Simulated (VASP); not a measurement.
Input of a VASP 6.6.1 run:

File INCAR:

```
SYSTEM = Al2O3
PREC = Accurate
ENCUT = 520
EDIFF = 1E-7
ISMEAR = 0
SIGMA = 0.1
LREAL = .FALSE.
LASPH = .TRUE.
NELM = 80
ALGO = Normal
ISIF = 2
LWAVE = .FALSE.
LCHARG = .TRUE.
GGA = PE
LELF = .TRUE.
LVHAR = .TRUE.
NBANDS = 20
```

KPOINTS

```
regular mesh
0
G
  4 4 6
  0 0 0
```

File POSCAR:

```
Al2O3
1.0
    2.7995792771      0.0000000000      0.0000000000
    0.0000000000      2.7995792771      0.0000000000
    0.0000000000      0.0000000000      6.2520826265
Al O
2 3
Direct
    0.0000000000      0.0000000000      0.5000000000
    0.5000000000      0.5000000000      0.0000000000
    0.0000000000      0.0000000000      0.0000000000
    0.0000000000      0.5000000000      0.3298789712
    0.5000000000      0.0000000000      0.6701210288
```

Potentials or basis: VASP PAW PBE potentials, release 64 (Al, O).

The run is started by

```sh
$ cat potpaw_PBE.64/Al/POTCAR potpaw_PBE.64/O/POTCAR > POTCAR
$ mpirun -np 1 vasp_std > vasp.out
```

Q: What does it give for the pressure?

A: 0.1 GPa.

Q: What does it give for the largest force?

A: 0.015 eV/Å.

Q: Predict the band gap on the k mesh.

A: 2.09 eV (least direct gap 2.27 eV).

Forces in eV/Å, atoms in the order of the input:
```
Al   0.000  0.000  0.000
Al   0.000  0.000  0.000
O    0.000  0.000  0.000
O    0.000  0.000 -0.015
O    0.000  0.000  0.015
```

Caveat: the k points lie up to 0.56 Å⁻¹ apart. A k mesh can miss the band edges.
